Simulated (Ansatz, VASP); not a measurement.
# Sb: VASP beside Ansatz

INCAR

```
PREC = Accurate ; ENCUT = 600
EDIFF = 1E-6 ; ISMEAR = -1
SIGMA = 0.05 ; LREAL = F
LASPH = T ; NELM = 100
ALGO = Normal ; ISIF = 3
LWAVE = F ; LCHARG = F
GGA = PE ; IBRION = 2
NSW = 60 ; EDIFFG = -0.01
```

File KPOINTS:

```
regular mesh
0
Gamma
  10 10 10
```

The input POSCAR:

```
Sb
1.0
    0.0000000000      2.3712425216      2.3712425216
    2.3712425216      0.0000000000      2.3712425216
    2.3712425216      2.3712425216      0.0000000000
Sb
1
Direct
    0.0000000000      0.0000000000      0.0000000000
```

File input.yaml:

```yaml
crystal:
  lattice:
    - [0.0, 2.3712425216, 2.3712425216]
    - [2.3712425216, 0.0, 2.3712425216]
    - [2.3712425216, 2.3712425216, 0.0]
  atoms:
    - { symbol: Sb, position: [0.0, 0.0, 0.0] }
hamiltonian:
  xc: pbe
  pseudopotentials: { kind: paw }
kpoints:
  mp_grid: { grid: [10, 10, 10] }
scf:
  occupations: { method: fermi_dirac, width: 0.05 }
output:
  forces: true
  stress: true
  eigenvalues: true
  write_density: true
  write_potential: true
  elf: true
  volumetric_format: npy
relax:
  f_tol: 0.01
  max_steps: 40
  cell: { stress_tol: 0.05 }
```

Alike in both runs: task relaxation of cell and atoms; functional PBE; k mesh 10 × 10 × 10; occupations fermi-dirac, width 0.05 eV; no spin polarisation.

|  | VASP | Ansatz |
| --- | --- | --- |
| version | VASP 6.6.1 | Ansatz 0.2.0 |
| potentials or method | VASP PAW PBE potentials, release 64 (Sb) | Ansatz PAW |
| plane-wave cutoff (eV) | 600 | 420 |
| valence electrons in the cell | 5 | 15 |

|  | VASP | Ansatz | Ansatz less VASP |
| --- | --- | --- | --- |
| gap on the k mesh at the Fermi level, each at its own relaxed structure (eV) | none | none | - |
| relaxed volume (Å³/atom) | 27.43 | 27.50 | +0.078 |
| relaxed cell length with the largest relative difference (Å) | 3.385 | 3.388 | +0.0032 |

A gap of «none» marks a metal or a gap that the smearing closes. VASP's potentials hold 5 valence electrons a cell and Ansatz's 15, so a difference there can come from the potentials and not from the codes.

Spin-orbit coupling is off throughout. Noted on Ansatz's run: the plane-wave basis is chosen anew once the cell has moved, so the energies of steps on either side of that aren't comparable.
